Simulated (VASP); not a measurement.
Write the native input for VASP 6.6.1 that does the following.

```yaml
Task: single point
Functional: PBE
Potentials_or_basis: VASP PAW PBE potentials, release 64 (Hf_pv, Si)
Cutoff: 520 eV
k_mesh: 6 × 6 × 6
Occupations: gaussian, width 0.1 eV
Spin: no spin polarisation
Dipole_correction: no
Further_INCAR_settings: ALGO = Normal; EDIFF = 1e-06; NBANDS = 24
```

The structure of Hf2Si3 lies in POSCAR:

```
Hf2Si3
1.0
    1.7427260434      1.0061633503      8.0784192188
   -1.7427260434      1.0061633503      8.0784192188
    0.0000000000     -2.0123267006      8.0784192188
Hf Si
2 3
Direct
    0.4000000000      0.4000000000      0.4000000000
    0.6000000000      0.6000000000      0.6000000000
    0.0000000000      0.0000000000      0.0000000000
    0.2095000000      0.2095000000      0.2095000000
    0.7905000000      0.7905000000      0.7905000000
```

The input as run:

INCAR

```
SYSTEM = Hf2Si3
ALGO = Normal
EDIFF = 1E-6
ENCUT = 520
GGA = PE
ISIF = 2
ISMEAR = 0
LASPH = .TRUE.
LCHARG = .FALSE.
LREAL = .FALSE.
LWAVE = .FALSE.
NBANDS = 24
NELM = 100
PREC = Accurate
SIGMA = 0.1
```

KPOINTS

```
k-points
0
G
  6 6 6
  0 0 0
```

Potentials or basis: VASP PAW PBE potentials, release 64 (Hf_pv, Si).

Command:

```bash
$ cat potpaw_PBE.64/Hf_pv/POTCAR potpaw_PBE.64/Si/POTCAR > POTCAR
$ mpirun -np 1 vasp_std > vasp.out
```

Results of the run:

```
Pressure               : 24.0 GPa
Largest force          : 4.554 eV/Å
Band gap on the k mesh : zero (band 16 reaches 8.51 eV, above the bottom of band 17 at 6.82 eV)
```

Caveat: spin-orbit coupling is left out, which moves the levels of the heavy elements; forces of over 1 eV/Å act on the atoms, so gaps and moduli don't describe the material at rest.

Wall time 2.5 min on 1 thread of Intel(R) Xeon(R) 6975P-C (Granite Rapids), on a shared host, peak memory 0.55 GiB.
